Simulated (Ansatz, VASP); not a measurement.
Two plane-wave programs on AlN

INCAR

```
ALGO = Normal
EDIFF = 1E-7
ENCUT = 520
GGA = PS
ISIF = 2
ISMEAR = 0
LASPH = True
LCHARG = False
LREAL = False
LWAVE = False
NBANDS = 16
NELM = 80
PREC = Accurate
SIGMA = 0.05
```

Contents of KPOINTS:

```
k-points
0
Gamma
  9 9 6
```

File POSCAR:

```
AlN
1.0
    3.2024000000      0.0000000000      0.0000000000
   -1.6012000000      2.7733597531      0.0000000000
    0.0000000000      0.0000000000      4.2642000000
Al N
2 2
Direct
    0.3333333333      0.6666666667      0.7500000000
    0.6666666667      0.3333333333      0.2500000000
    0.3333333333      0.6666666667      0.2500000000
    0.6666666667      0.3333333333      0.7500000000
```

Input for Ansatz:

```yaml
crystal:
  lattice:
    - [3.2024, 0.0, 0.0]
    - [-1.6012, 2.7733597531, 0.0]
    - [0.0, 0.0, 4.2642]
  atoms:
    - { symbol: Al, position: [0.3333333333, 0.6666666667, 0.75] }
    - { symbol: Al, position: [0.6666666667, 0.3333333333, 0.25] }
    - { symbol: "N", position: [0.3333333333, 0.6666666667, 0.25] }
    - { symbol: "N", position: [0.6666666667, 0.3333333333, 0.75] }
basis:
  ecutwfc: 520.0
kpoints:
  mp_grid: { grid: [9, 9, 6] }
hamiltonian:
  xc: pbesol
  pseudopotentials: { kind: paw, azcp: { folder: soft_1 } }
scf:
  occupations: { method: gaussian, width: 0.05 }
output:
  forces: true
  stress: true
  eigenvalues: true
```

Alike in both runs: task single point; functional PBEsol; k mesh 9 × 9 × 6; occupations gaussian, width 0.05 eV; no spin polarisation.

|  | VASP | Ansatz |
| --- | --- | --- |
| version | VASP 6.6.1 | Ansatz 0.2.0 |
| potentials or method | VASP PAW PBE potentials, release 64 (Al, N), cutoff 520 eV | scalar-relativistic, plane waves, PAW |
| valence electrons in the cell | 16 | 16 |

|  | VASP | Ansatz | Ansatz less VASP |
| --- | --- | --- | --- |
| gap on the k mesh at the Fermi level (eV) | 3.45 | 3.44 | -0.016 |
| least direct gap on the mesh (eV) | 3.45 | 3.44 | -0.016 |
| pressure (GPa) | 10.2 | 10.1 | -0.07 |
| traceless stress, the component that is largest in VASP (GPa) | -10.42 | -10.30 | +0.123 |

VASP's potentials were made for PBE, not for PBEsol, and Ansatz warns of the same on its side.
